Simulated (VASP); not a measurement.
# Nb (P6_3/mmc) in VASP: further runs

Nb is run at these levels: PBEsol; tasks: single point, relaxation of cell and atoms.

Program: VASP 6.6.1. These are calculated values, not measurements. Logs are shortened: lines on timing, memory, paths and dates and some standing lists are left out, and cuts for length are marked.

### Step 1. The cell of the first run

It takes space group P6_3/mmc (No. 194, hexagonal). Conventional cell: a = 2.827 Å, b = 2.827 Å, c = 10.415 Å, α = 90.00°, β = 90.00°, γ = 120.00°. Nb (site symmetry -3m) has 12 Nb at 2.83 to 3.07 Å within 3.7 Å. Nb (site symmetry -6m2) has 12 Nb at 2.83 to 3.07 Å within 3.7 Å.

### Step 2. Single point, PBEsol

The input, INCAR:

```
PREC = Accurate
ENCUT = 520
EDIFF = 1E-6
ISMEAR = 0
SIGMA = 0.1
LREAL = F
LASPH = T
NELM = 80
ALGO = Fast
ISIF = 2
LWAVE = F
LCHARG = F
GGA = PS
NBANDS = 34
```

The input, KPOINTS:

```
Automatic mesh
0
Gamma
  18 18 6
```

The input, POSCAR:

```
Nb
1.0
    2.8274273400      0.0000000000      0.0000000000
   -1.4137136700      2.4486239038      0.0000000000
    0.0000000000      0.0000000000     10.4147524025
Nb
4
Direct
    0.0000000000      0.0000000000      0.0000000000
    0.0000000000      0.0000000000      0.5000000000
    0.3333333333      0.6666666667      0.7500000000
    0.6666666667      0.3333333333      0.2500000000
```

Potentials or basis: VASP PAW PBE potentials, release 64 (Nb_sv).

On the command line:

```console
$ cat potpaw_PBE.64/Nb_sv/POTCAR > POTCAR
$ mpirun -np 1 vasp_std > vasp.out
```

OUTCAR:

```text
PREC = Accurate
   ENCUT = 520
   EDIFF = 1E-6
   ISMEAR = 0
   LREAL = F
   LASPH = T
   NELM = 80
   ISIF = 2
   GGA = PS

 ion  position               nearest neighbor table
   1  0.000  0.000  0.000-
   2  0.000  0.000  0.500-
   3  0.333  0.667  0.750-
   4  0.667  0.333  0.250-

  LATTYP: Found a hexagonal cell.
 ALAT       =     2.8274273400
 C/A-ratio  =     3.6834730482

  Lattice vectors:

 A1 = (   2.8274273400,   0.0000000000,   0.0000000000)
 A2 = (  -1.4137136700,   2.4486239038,   0.0000000000)
 A3 = (   0.0000000000,   0.0000000000,  10.4147524025)

Analysis of symmetry for initial positions (statically):
=====================================================================
 Subroutine PRICEL returns:
 Original cell was already a primitive cell.

 Routine SETGRP: Setting up the symmetry group for a
 hexagonal supercell.

 Subroutine GETGRP returns: Found 24 space group operations
 (whereof 12 operations were pure point group operations)
 out of a pool of 24 trial point group operations.

The static configuration has the point symmetry D_3d.
 The point group associated with its full space group is D_6h.

Analysis of symmetry for dynamics (positions and initial velocities):
=====================================================================
 Subroutine PRICEL returns:
 Original cell was already a primitive cell.

 Routine SETGRP: Setting up the symmetry group for a
 hexagonal supercell.

 Subroutine GETGRP returns: Found 24 space group operations
 (whereof 12 operations were pure point group operations)
 out of a pool of 24 trial point group operations.

The dynamic configuration has the point symmetry D_3d.
 The point group associated with its full space group is D_6h.

 Subroutine INISYM returns: Found 24 space group operations
 (whereof 12 operations are pure point group operations),
 and found     1 'primitive' translations

----------------------------------------------------------------------------------------

                                     Primitive cell

  volume of cell :      72.1045

  direct lattice vectors                    reciprocal lattice vectors
     2.827427340  0.000000000  0.000000000     0.353678408  0.204196324  0.000000000
    -1.413713670  2.448623904  0.000000000     0.000000000  0.408392648  0.000000000
     0.000000000  0.000000000 10.414752402     0.000000000  0.000000000  0.096017645

  length of vectors
     2.827427340  2.827427340 10.414752402     0.408392648  0.408392648  0.096017645

  position of ions in fractional coordinates (direct lattice)
     0.000000000  0.000000000  0.000000000
     0.000000000  0.000000000  0.500000000
     0.333333333  0.666666667  0.750000000
     0.666666667  0.333333333  0.250000000

  ion indices of the primitive-cell ions
   primitive index   ion index
                 1           1
                 2           2
                 3           3
                 4           4

----------------------------------------------------------------------------------------

 KPOINTS: Automatic mesh

Automatic generation of k-mesh.
 Grid dimensions read from file:
 generate k-points for:   18   18    6

 Generating k-lattice:

  Cartesian coordinates                     Fractional coordinates (reciprocal lattice)
     0.019648800  0.011344240  0.000000000     0.055555556  0.000000000  0.000000000
     0.000000000  0.022688480  0.000000000     0.000000000  0.055555556  0.000000000
     0.000000000  0.000000000  0.016002941     0.000000000  0.000000000  0.166666667

  Length of vectors
     0.022688480  0.022688480  0.016002941

  Shift w.r.t. Gamma in fractional coordinates (k-lattice)
     0.000000000  0.000000000  0.000000000

 Subroutine IBZKPT returns following result:
 ===========================================

 Found    148 irreducible k-points:

 Following reciprocal coordinates:
            Coordinates               Weight
  0.000000  0.000000  0.000000      1.000000
  0.055556  0.000000  0.000000      6.000000
  0.111111  0.000000  0.000000      6.000000
  0.166667  0.000000  0.000000      6.000000
  0.222222  0.000000  0.000000      6.000000
  0.277778  0.000000  0.000000      6.000000
[... 16 lines left out ...]
  0.333333  0.111111  0.000000     12.000000
  0.388889  0.111111  0.000000     12.000000
 [... further k-points ...]
   k-points           NKPTS =    148   k-points in BZ     NKDIM =    148   number of bands    NBANDS=     34
   number of dos      NEDOS =    301   number of ions     NIONS =      4
   total plane-waves  NPLWV =  46080
   dimension x,y,z NGX =    24 NGY =   24 NGZ =   80
   dimension x,y,z NGXF=    48 NGYF=   48 NGZF=  160
   ions per type =               4
   NGX,Y,Z   is equivalent  to a cutoff of  14.11, 14.11, 12.77 a.u.
   NGXF,Y,Z  is equivalent  to a cutoff of  28.22, 28.22, 25.54 a.u.
 SYSTEM =  unknown system
   PREC   = accura    normal or accurate (medium, high low for compatibility)
   ISTART =      0    job   : 0-new  1-cont  2-samecut
   ICHARG =      2    charge: 1-file 2-atom 10-const
   ISPIN  =      1    spin polarized calculation?
   LNONCOLLINEAR =      F non collinear calculations
   LSORBIT =      F    spin-orbit coupling
   LASPH  =      T    aspherical Exc in radial PAW
   ENCUT  =  520.0 eV  38.22 Ry    6.18 a.u.   5.26  5.26 19.36*2*pi/ulx,y,z
   NELM   =     80;   NELMIN=  2; NELMDL= -5     # of ELM steps
   EDIFF  = 0.1E-05   stopping-criterion for ELM
   LREAL  =      F    real-space projection
   EDIFFG = 0.1E-04   stopping-criterion for IOM
   NSW    =      0    number of steps for IOM
   IBRION =     -1    ionic relax: 0-MD 1-quasi-New 2-CG
   NFREE  =      0    steps in history (QN), initial steepest desc. (CG)
   ISIF   =      2    stress and relaxation
   ISYM   =      2    0-nonsym 1-usesym 2-fastsym
   POTIM  = 0.5000    time-step for ionic-motion
   TEBEG  =    0.0;   TEEND  =   0.0 temperature during run
   PSTRESS=    0.0 pullay stress
   NELECT =      52.0000    total number of electrons
   NUPDOWN=      -1.0000    fix difference up-down
   EMIN   =  10.00;   EMAX   =-10.00  energy-range for DOS
   EFERMI =   0.00;   METHOD = LEGACY
   ISMEAR =     0;   SIGMA  =   0.10  broadening in eV -4-tet -1-fermi 0-gaus
   EFERMI_NEDOS =   21; number of points for ismear=-14 and -15
   IALGO  =     68    algorithm
   IMIX   =      4    mixing-type and parameters
     AMIX     =   0.40;   BMIX     =  1.00
     AMIX_MAG =   1.60;   BMIX_MAG =  1.00
  volume/ion in A,a.u.               =      18.03       121.65
  Fermi-wavevector in a.u.,A,eV,Ry     =   1.468098  2.774303 29.324806  2.155312
  Thomas-Fermi vector in A             =   2.583637
   LORBIT       =      0    0 simple, 1 ext, 2 COOP (PROOUT), +10 PAW based schemes
   GGA     = PS    functional components
   LHFCALC =     F    Hartree Fock is set to
   AEXX    =    0.0000 exact exchange contribution
   IVDW    =     0    specifies the selected vdW correction
   LEPSILON=     F    determine dielectric tensor
   LRPA    =     F    only Hartree local field effects (RPA)
 non-spin polarized calculation
 RMM-DIIS sequential band-by-band and
 Gauss-broadening in eV      SIGMA  =   0.10
  energy-cutoff  :      520.00
  volume of cell :       72.10
 maximum number of plane-waves:      1960
 NGX is ok and might be reduce to    24
   NGX = 11   NGY = 11   NGZ = 39

 number of electron      52.0000000 magnetization

 Free energy of the ion-electron system (eV)
  ---------------------------------------------------
  ext. energy  EPLUGINS =         0.00000000
  ---------------------------------------------------
  free energy    TOTEN  =       -42.61190597 eV

  energy without entropy =      -42.58613087  energy(sigma->0) =      -42.59901842

 E-fermi :  11.3666     XC(G=0): -12.6081

 val. band max:       11.3573382462   @ k =   0.0556   0.0556   0.3333
 cond. band min:      11.3670575219   @ k =   0.2222   0.0000   0.3333
 fundamental gap:      0.0097192757
 Fermi energy:        11.3665556712

 k-point     1 :       0.0000    0.0000    0.0000
  band No.  band energies     occupation
      1     -43.2290      2.00000
      2     -43.1734      2.00000
      3     -43.1431      2.00000
      4     -43.0864      2.00000
      5     -19.7788      2.00000
      6     -19.2957      2.00000
[... 26 lines left out ...]
     33      14.2792      0.00000
     34      15.0493      0.00000

 k-point     2 :       0.0556    0.0000    0.0000
  band No.  band energies     occupation
      1     -43.2210      2.00000
      2     -43.1663      2.00000
      3     -43.1360      2.00000
      4     -43.0802      2.00000
      5     -19.7652      2.00000
      6     -19.2909      2.00000
[... 26 lines left out ...]
     33      14.1275      0.00000
     34      14.1865      0.00000

 k-point     3 :       0.1111    0.0000    0.0000
  band No.  band energies     occupation
      1     -43.1979      2.00000
      2     -43.1458      2.00000
      3     -43.1154      2.00000
      4     -43.0624      2.00000
      5     -19.7253      2.00000
      6     -19.2790      2.00000
[... 26 lines left out ...]
     33      13.5545      0.00000
     34      13.8870      0.00000

 k-point     4 :       0.1667    0.0000    0.0000
  band No.  band energies     occupation
      1     -43.1621      2.00000
      2     -43.1142      2.00000
      3     -43.0838      2.00000
      4     -43.0351      2.00000
      5     -19.6621      2.00000
      6     -19.2710      2.00000
[... 26 lines left out ...]
     33      12.9936      0.00000
     34      13.5709      0.00000

 k-point     5 :       0.2222    0.0000    0.0000
  band No.  band energies     occupation
      1     -43.1174      2.00000
      2     -43.0752      2.00000
      3     -43.0448      2.00000
      4     -43.0019      2.00000
      5     -19.5815      2.00000
      6     -19.3056      2.00000
[... 621 lines left out ...]
 k-point    22 :       0.2778    0.1111    0.0000
  band No.  band energies     occupation
      1     -43.0085      2.00000
      2     -42.9829      2.00000
      3     -42.9525      2.00000
      4     -42.9267      2.00000
      5     -19.6485      2.00000
      6     -19.6480      2.00000
[... 26 lines left out ...]
     33      14.9394      0.00000
     34      15.4318      0.00000

 k-point    23 :       0.3333    0.1111    0.0000
  band No.  band energies     occupation
      1     -42.9703      2.00000
      2     -42.9522      2.00000
      3     -42.9218      2.00000
      4     -42.9035      2.00000
      5     -19.8084      2.00000
      6     -19.7962      2.00000
[... 26 lines left out ...]
     33      15.0756      0.00000
     34      15.6237      0.00000

 k-point    24 :       0.3889    0.1111    0.0000
  band No.  band energies     occupation
      1     -42.9442      2.00000
      2     -42.9321      2.00000
      3     -42.9017      2.00000
      4     -42.8894      2.00000
      5     -19.9142      2.00000
      6     -19.8940      2.00000
[... 26 lines left out ...]
     33      15.5356      0.00000
     34      15.9469      0.00000

 [... further k-points ...]
[... 5 lines left out ...]
  --------------------------------------------------------------------------------------
  -------------------------------------------------------------------------------------
  Total       -0.1339693     -0.1339693     -0.1620751      0.0000000      0.0000000      0.0000000
  in kB       -2.9768264     -2.9768264     -3.6013413      0.0000000      0.0000000      0.0000000
  external PRESSURE =      -3.1849981 kB  Pullay stress =       0.0000000 kB

 VOLUME and BASIS-vectors are now :
 -----------------------------------------------------------------------------
  energy-cutoff  :      520.00
  volume of cell :       72.10
      direct lattice vectors                 reciprocal lattice vectors
     2.827427340  0.000000000  0.000000000     0.353678408  0.204196324  0.000000000
    -1.413713670  2.448623904  0.000000000     0.000000000  0.408392648  0.000000000
     0.000000000  0.000000000 10.414752402     0.000000000  0.000000000  0.096017645

 POSITION                                       TOTAL-FORCE (eV/Angst)
 -----------------------------------------------------------------------------------
      0.00000      0.00000      0.00000        -0.000000     -0.000000     -0.000000
      0.00000      0.00000      5.20738        -0.000000     -0.000000     -0.000000
     -0.00000      1.63242      7.81106         0.000000      0.000000      0.000000
      1.41371      0.81621      2.60369        -0.000000     -0.000000      0.000000
 -----------------------------------------------------------------------------------
    total drift:                                0.000000      0.000000     -0.000000

  FREE ENERGIE OF THE ION-ELECTRON SYSTEM (eV)
  ---------------------------------------------------
  free  energy   TOTEN  =       -42.6119059723 eV

  energy  without entropy=      -42.5861308742  energy(sigma->0) =      -42.59901842
```

Wall time 5.9 min (1 thread of Intel Xeon Platinum 8481C at 2.70GHz (Sapphire Rapids), shared host); peak memory 0.38 GiB.

Results:

```yaml
Free_energy: -42.6119 eV
Pressure: -0.3 GPa
Band_gap_on_the_k_mesh: zero (band 26 reaches 12.42 eV, above the bottom of band 27 at 10.84 eV)
```

Caveat: the PAW data sets were made with another functional, which shifts forces and pressure a little.

(Part 1 of 2 ends here.)
